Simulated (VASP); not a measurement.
Here is a VASP 6.6.1 calculation.

Contents of INCAR:

```
SYSTEM = Sn2HO2
PREC     = Accurate       ! precision mode
ENCUT    = 520            ! plane-wave cutoff, eV
EDIFF    = 1E-6           ! SCF threshold, eV
ISMEAR   = 0              ! smearing method
SIGMA    = 0.05           ! smearing width, eV
LREAL    = .FALSE.        ! projectors in reciprocal space
LASPH    = .TRUE.         ! aspherical terms in the spheres
NELM     = 150            ! most SCF steps
ALGO     = Normal         ! electronic algorithm
ISIF     = 2              ! what is computed and relaxed
LWAVE    = .FALSE.        ! write WAVECAR
LCHARG   = .TRUE.         ! write CHGCAR
ISPIN    = 2              ! spin polarisation
MAGMOM   = 0 0 0 0 1      ! initial moments
LORBIT   = 11             ! projections on sites
LDIPOL   = .TRUE.       
IDIPOL   = 3            
DIPOL    = 0.5 0.5 0.304
GGA      = PE             ! functional
IVDW     = 12             ! dispersion correction
LELF     = .TRUE.         ! ELF
LVHAR    = .TRUE.       
LVACPOTAV= .TRUE.       
NBANDS   = 32             ! bands
```

The input KPOINTS:

```
Automatic mesh
0
G
  7 7 1
  0 0 0
```

The input POSCAR:

```
Sn2HO2
1.0
    3.8201629938      0.0000000000      0.0000000000
    0.0000000000      3.8201629938      0.0000000000
    0.0000000000      0.0000000000     19.4630415395
Sn O H
2 2 1
Direct
    0.7500000000      0.2500000000      0.2055177240
    0.2500000000      0.7500000000      0.3269294538
    0.2500000000      0.2500000000      0.2662235889
    0.7500000000      0.7500000000      0.2662235889
    0.2500000000      0.7500000000      0.4553780313
```

Potentials or basis: VASP PAW PBE potentials, release 64 (Sn_d, O, H).

Launch:

```console
$ cat potpaw_PBE.64/Sn_d/POTCAR potpaw_PBE.64/O/POTCAR potpaw_PBE.64/H/POTCAR > POTCAR
$ mpirun -np 1 vasp_std > vasp.out
```

Task: Estimate the net moment.

Result: 1.00 μB per cell.

Task: What does it give for the band gap on the k mesh?

Result: 0.94 eV (least direct gap 1.30 eV).

Task: What does it give for the largest force?

Result: 0.262 eV/Å.

Forces in eV/Å, atoms in the order of the input:
```
Sn   0.000  0.000 -0.052
Sn   0.000  0.000  0.262
O    0.000  0.000 -0.011
O    0.000  0.000 -0.011
H    0.000  0.000 -0.187
```

Caveat: spin-orbit coupling is left out, which moves the levels of the heavy elements.
